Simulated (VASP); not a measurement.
# Na (Pm-3m) in VASP: a series of runs, part 2 of 2

VASP 6.6.1.

**3. Single point, r2SCAN (44.73 Å³/atom)**

This run uses another cell than the first one, of 44.73 Å³/atom.

POSCAR

```
Na
1.0
    3.5497925277      0.0000000000      0.0000000000
    0.0000000000      3.5497925277      0.0000000000
    0.0000000000      0.0000000000      3.5497925277
Na
1
Direct
    0.0000000000      0.0000000000      0.0000000000
```

INCAR.step1

```
  PREC = Accurate
  ENCUT = 520
  ISMEAR = -1
  SIGMA = 0.1
  LREAL = F
  LASPH = T
  NELM = 80
  NBANDS = 10
  GGA = PE
  ALGO = Normal
  EDIFF = 1E-4
  LWAVE = T
  LCHARG = F
```

INCAR.step2

```
  PREC = Accurate
  ENCUT = 520
  EDIFF = 1E-6
  ISMEAR = -1
  SIGMA = 0.1
  LREAL = F
  LASPH = T
  NELM = 80
  ALGO = Normal
  ISIF = 2
  LWAVE = F
  LCHARG = T
  METAGGA = R2SCAN
  LMIXTAU = T
  LELF = T
  LVHAR = T
  NBANDS = 10
  ISTART = 1
```

KPOINTS

```
Automatic mesh
0
Gamma
  10 10 10
```

Potentials or basis: VASP PAW PBE potentials, release 64 (Na_pv).

The run is started by

```
$ cat potpaw_PBE.64/Na_pv/POTCAR > POTCAR
$ cp INCAR.step1 INCAR
$ mpirun -np 1 vasp_std > vasp.out
$ cp INCAR.step2 INCAR
$ mpirun -np 1 vasp_std > vasp.out
```

OUTCAR:

```text
PREC = Accurate
   ENCUT = 520
   EDIFF = 1E-6
   ISMEAR = -1
   LREAL = F
   LASPH = T
   NELM = 80
   ISIF = 2
   METAGGA = R2SCAN
   ISTART = 1

 ion  position               nearest neighbor table
   1  0.000  0.000  0.000-

  LATTYP: Found a simple cubic cell.
 ALAT       =     3.5497925277

  Lattice vectors:

 A1 = (   3.5497925277,   0.0000000000,   0.0000000000)
 A2 = (   0.0000000000,   3.5497925277,   0.0000000000)
 A3 = (   0.0000000000,   0.0000000000,   3.5497925277)

Analysis of symmetry for initial positions (statically):
=====================================================================
 Subroutine PRICEL returns:
 Original cell was already a primitive cell.

 Routine SETGRP: Setting up the symmetry group for a
 simple cubic supercell.

 Subroutine GETGRP returns: Found 48 space group operations
 (whereof 48 operations were pure point group operations)
 out of a pool of 48 trial point group operations.

The static configuration has the point symmetry O_h .

Analysis of symmetry for dynamics (positions and initial velocities):
[... 155 lines left out ...]
  energy without entropy =       -3.40902527  energy(sigma->0) =       -3.41701797

 E-fermi :  -0.0755     XC(G=0):  -6.4127

 val. band max:       -0.1391968349   @ k =   0.4000   0.2000   0.2000
 cond. band min:      -0.0349121889   @ k =   0.5000   0.1000   0.0000
 fundamental gap:      0.1042846460
 Fermi energy:        -0.0754698199

 k-point     1 :       0.0000    0.0000    0.0000
  band No.  band energies     occupation
      1     -26.4785      2.00000
      2     -26.4785      2.00000
      3     -26.4785      2.00000
      4      -3.2444      2.00000
      5       8.0670      0.00000
      6       8.0670      0.00000
      7       9.4685      0.00000
      8       9.4685      0.00000
      9       9.4685      0.00000
     10      12.4486      0.00000
[... 287 lines left out ...]
 k-point    24 :       0.3000    0.1000    0.1000
  band No.  band energies     occupation
      1     -26.4982      2.00000
      2     -26.4795      2.00000
      3     -26.4793      2.00000
      4      -1.8027      2.00000
      5       3.2351      0.00000
      6       7.5906      0.00000
      7       8.8841      0.00000
      8      11.8585      0.00000
      9      13.3039      0.00000
     10      13.3040      0.00000

 [... further k-points ...]
[... 5 lines left out ...]
  --------------------------------------------------------------------------------------
  -------------------------------------------------------------------------------------
  Total       -0.1736461     -0.1736461     -0.1736461     -0.0000000     -0.0000000     -0.0000000
  in kB       -6.2196616     -6.2196616     -6.2196616     -0.0000000     -0.0000000     -0.0000000
  external PRESSURE =      -6.2196616 kB  Pullay stress =       0.0000000 kB

 VOLUME and BASIS-vectors are now :
 -----------------------------------------------------------------------------
  energy-cutoff  :      520.00
  volume of cell :       44.73
      direct lattice vectors                 reciprocal lattice vectors
     3.549792528  0.000000000  0.000000000     0.281706605  0.000000000  0.000000000
     0.000000000  3.549792528  0.000000000     0.000000000  0.281706605  0.000000000
     0.000000000  0.000000000  3.549792528     0.000000000  0.000000000  0.281706605

 POSITION                                       TOTAL-FORCE (eV/Angst)
 -----------------------------------------------------------------------------------
      0.00000      0.00000      0.00000         0.000000      0.000000      0.000000
 -----------------------------------------------------------------------------------
    total drift:                               -0.000000      0.000000     -0.000000

  FREE ENERGIE OF THE ION-ELECTRON SYSTEM (eV)
  ---------------------------------------------------
  free  energy   TOTEN  =        -3.4250106569 eV

  energy  without entropy=       -3.4090252748  energy(sigma->0) =       -3.41701797
```

Run time: 2.1 min. Hardware: 1 thread of AMD EPYC 7R13, shared host; peak memory 0.14 GiB.

What came out:

- Free energy: -3.4250 eV
- Pressure: -0.6 GPa
- Band gap on the k mesh: zero (an odd number of electrons rules out a gap without spin polarisation)

Caveat: the PAW data sets were made with another functional, which shifts forces and pressure a little.

**4. Single point, r2SCAN**

This run uses another cell than the first one, of 39.94 Å³/atom.

POSCAR

```
Na
1.0
    3.4181960134      0.0000000000      0.0000000000
    0.0000000000      3.4181960134      0.0000000000
    0.0000000000      0.0000000000      3.4181960134
Na
1
Direct
    0.0000000000      0.0000000000      0.0000000000
```

INCAR.step1

```
PREC = Accurate
ENCUT = 520
ISMEAR = -1
SIGMA = 0.1
LREAL = False
LASPH = True
NELM = 60
NBANDS = 10
GGA = PE
ALGO = Normal
EDIFF = 1E-4
LWAVE = True
LCHARG = False
```

INCAR.step2

```
PREC = Accurate
ENCUT = 520
EDIFF = 1E-6
ISMEAR = -1
SIGMA = 0.1
LREAL = False
LASPH = True
NELM = 60
ALGO = Normal
ISIF = 2
LWAVE = False
LCHARG = False
METAGGA = R2SCAN
LMIXTAU = True
NBANDS = 10
ISTART = 1
```

KPOINTS

```
Automatic mesh
0
Gamma
  15 15 15
```

The run is started by

```
$ cat potpaw_PBE.64/Na_pv/POTCAR > POTCAR
$ cp INCAR.step1 INCAR
$ mpirun -np 1 vasp_std > vasp.out
$ cp INCAR.step2 INCAR
$ mpirun -np 1 vasp_std > vasp.out
```

It took 4.7 min on 1 thread of AMD EPYC 7R13, shared host; peak memory 0.15 GiB.

Results (log left out):

| Quantity | Value |
| --- | --- |
| Free energy | -3.4358 eV |
| Pressure | 0.0 GPa |
| Band gap on the k mesh | zero (an odd number of electrons rules out a gap without spin polarisation) |

Levels at points of the mesh, in eV from the Fermi level:
```csv
k point,band 1,band 2,band 3,band 4,band 5,band 6,band 7,band 8,band 9
"(0.00, 0.00, 0.00)",-26.26,-26.26,-26.26,-3.33,8.65,8.65,10.32,10.32,10.32
```

Caveat: the PAW data sets were made with another functional, which shifts forces and pressure a little.

**5. Relaxation of cell and atoms, r2SCAN**

This run uses another cell than the first one, of 40.73 Å³/atom.

POSCAR

```
Na
1.0
    3.4405243290      0.0000000000      0.0000000000
    0.0000000000      3.4405243290      0.0000000000
    0.0000000000      0.0000000000      3.4405243290
Na
1
Direct
    0.0000000000      0.0000000000      0.0000000000
```

INCAR.step1

```
SYSTEM = Na
ALGO = Normal
EDIFF = 1E-4
ENCUT = 600
GGA = PE
ISMEAR = -1
LASPH = .TRUE.
LCHARG = .FALSE.
LREAL = .FALSE.
LWAVE = .TRUE.
NELM = 80
PREC = Accurate
SIGMA = 0.1
```

INCAR.step2

```
SYSTEM = Na
ALGO = Normal
EDIFF = 1E-6
EDIFFG = -0.01
ENCUT = 600
IBRION = 2
ISIF = 3
ISMEAR = -1
ISTART = 1
LASPH = .TRUE.
LCHARG = .FALSE.
LMIXTAU = .TRUE.
LREAL = .FALSE.
LWAVE = .FALSE.
METAGGA = R2SCAN
NELM = 80
NSW = 80
PREC = Accurate
SIGMA = 0.1
```

KPOINTS

```
k-points
0
G
  9 9 9
  0 0 0
```

The run is started by

```
$ cat potpaw_PBE.64/Na_pv/POTCAR > POTCAR
$ cp INCAR.step1 INCAR
$ mpirun -np 1 vasp_std > vasp.out
$ cp INCAR.step2 INCAR
$ mpirun -np 1 vasp_std > vasp.out
```

Run time: 4.2 min. Hardware: 1 thread of AMD EPYC 7R13, shared host; peak memory 0.13 GiB.

Results (log left out):

```
Free energy                           : -3.4348 eV
Relaxed volume                        : 39.90 Å³/atom
Relaxed cell                          : a = 3.417 Å, b = 3.417 Å, c = 3.417 Å, α = 90.00°, β = 90.00°, γ = 90.00°
Space group after relaxing (to 0.1 Å) : Pm-3m (No. 221)
Energy gained by relaxing             : 0.8 meV/atom
Ionic steps                           : 4
Pressure after relaxing               : 0.0 GPa
Band gap on the k mesh                : zero (an odd number of electrons rules out a gap without spin polarisation)
```

The path:
| step | energy change (eV) | largest force (eV/Å) | pressure (GPa) | volume (Å³) |
| --- | --- | --- | --- | --- |
| 1 | 0.0000 | 0.0000 | -0.22 | 40.73 |
| 2 | -0.0004 | 0.0000 | -0.15 | 40.40 |
| 3 | -0.0008 | 0.0000 | 0.04 | 39.77 |
| 4 | -0.0008 | 0.0000 | 0.00 | 39.90 |

Final structure:
```cif
data_structure
_symmetry_space_group_name_H-M 'P 1'
_symmetry_Int_Tables_number 1
_cell_length_a 3.4172
_cell_length_b 3.4172
_cell_length_c 3.4172
_cell_angle_alpha 90.000
_cell_angle_beta 90.000
_cell_angle_gamma 90.000
_cell_volume 39.90
loop_
_atom_site_label
_atom_site_type_symbol
_atom_site_fract_x
_atom_site_fract_y
_atom_site_fract_z
_atom_site_occupancy
Na1 Na 0.00000 0.00000 0.00000 1
```

Levels at points of the mesh, in eV from the Fermi level:
```csv
k point,band 2,band 3,band 4,band 5,band 6,band 7
"(0.00, 0.00, 0.00)",-26.25,-26.25,-3.32,8.66,8.66,10.34
```

Caveat: the PAW data sets were made with another functional, which shifts forces and pressure a little.

**6. Single point, r2SCAN, non-collinear spin, zero start, spin-orbit coupling**

This run uses another cell than the first one, of 39.94 Å³/atom.

POSCAR

```
Na
1.0
    3.4181960134      0.0000000000      0.0000000000
    0.0000000000      3.4181960134      0.0000000000
    0.0000000000      0.0000000000      3.4181960134
Na
1
Direct
    0.0000000000      0.0000000000      0.0000000000
```

INCAR.step1

```
SYSTEM = Na
ALGO     = Normal         ! electronic algorithm
EDIFF    = 1E-4           ! SCF threshold, eV
ENCUT    = 520            ! plane-wave cutoff, eV
GGA      = PE             ! functional
GGA_COMPAT= .FALSE.      
ISMEAR   = -1             ! smearing method
LASPH    = .TRUE.         ! aspherical terms in the spheres
LCHARG   = .FALSE.        ! write CHGCAR
LNONCOLLINEAR= .TRUE.         ! non-collinear magnetism
LREAL    = .FALSE.        ! projectors in reciprocal space
LSORBIT  = .TRUE.         ! spin-orbit coupling
LWAVE    = .TRUE.         ! write WAVECAR
MAGMOM   = 0 0 0          ! initial moments
NBANDS   = 18             ! bands
NELM     = 150            ! most SCF steps
PREC     = Accurate       ! precision mode
SIGMA    = 0.1            ! smearing width, eV
```

INCAR.step2

```
SYSTEM = Na
ALGO     = Normal         ! electronic algorithm
EDIFF    = 1E-7           ! SCF threshold, eV
ENCUT    = 520            ! plane-wave cutoff, eV
GGA_COMPAT= .FALSE.      
ISIF     = 2              ! what is computed and relaxed
ISMEAR   = -1             ! smearing method
ISTART   = 1            
LASPH    = .TRUE.         ! aspherical terms in the spheres
LCHARG   = .TRUE.         ! write CHGCAR
LMIXTAU  = .TRUE.       
LNONCOLLINEAR= .TRUE.         ! non-collinear magnetism
LORBIT   = 11             ! projections on sites
LORBMOM  = .TRUE.       
LREAL    = .FALSE.        ! projectors in reciprocal space
LSORBIT  = .TRUE.         ! spin-orbit coupling
LVHAR    = .TRUE.       
LWAVE    = .FALSE.        ! write WAVECAR
MAGMOM   = 0 0 0          ! initial moments
METAGGA  = R2SCAN         ! meta-GGA
NBANDS   = 18             ! bands
NELM     = 150            ! most SCF steps
PREC     = Accurate       ! precision mode
SIGMA    = 0.1            ! smearing width, eV
```

KPOINTS is that of step 5.

Potentials or basis: VASP PAW PBE potentials, release 64 (Na_pv).

The run is started by

```
$ cat potpaw_PBE.64/Na_pv/POTCAR > POTCAR
$ cp INCAR.step1 INCAR
$ mpirun -np 1 vasp_ncl > vasp.out
$ cp INCAR.step2 INCAR
$ mpirun -np 1 vasp_ncl > vasp.out
```

It took 13 min on 1 thread of AMD EPYC 7R13, shared host; peak memory 0.26 GiB.

It converged, with:

```yaml
Free_energy: -3.4346 eV
Pressure: 0.0 GPa
Net_moment: 0.00 μB per cell
Valence_electrons_inside_the_program's_atomic_spheres: Na 6.05
```

Moments on the atoms (μB; x, y, z):
```
Na  0.00 0.00 0.00
```

Caveat: the PAW data sets were made with another functional, which shifts forces and pressure a little.

**7. The runs side by side**

```csv
task,spin,cell,k mesh,cutoff (eV),gap on the mesh (eV),pressure (GPa)
single point,off,"a = 3.507 Å, 1 atom",10 × 10 × 10,520,none,-0.5
single point,off,"a = 3.550 Å, 1 atom",10 × 10 × 10,520,none,-0.6
single point,off,"a = 3.418 Å, 1 atom",15 × 15 × 15,520,none,0.0
relaxation of cell and atoms,off,"relaxed from a = 3.441 Å, 1 atom",9 × 9 × 9,600,none,0.0
single point,"non-collinear, zero start, SOC","a = 3.418 Å, 1 atom",9 × 9 × 9,520,-,0.0
```

Alike in all rows: level r2SCAN; potentials or basis VASP PAW PBE potentials, release 64 (Na_pv); smearing fermi-dirac 0.1 eV.

Caveats: the PAW data sets were made with another functional, which shifts forces and pressure a little.

Total energies depend on the potentials used, so only differences within one code and one set of settings carry meaning.
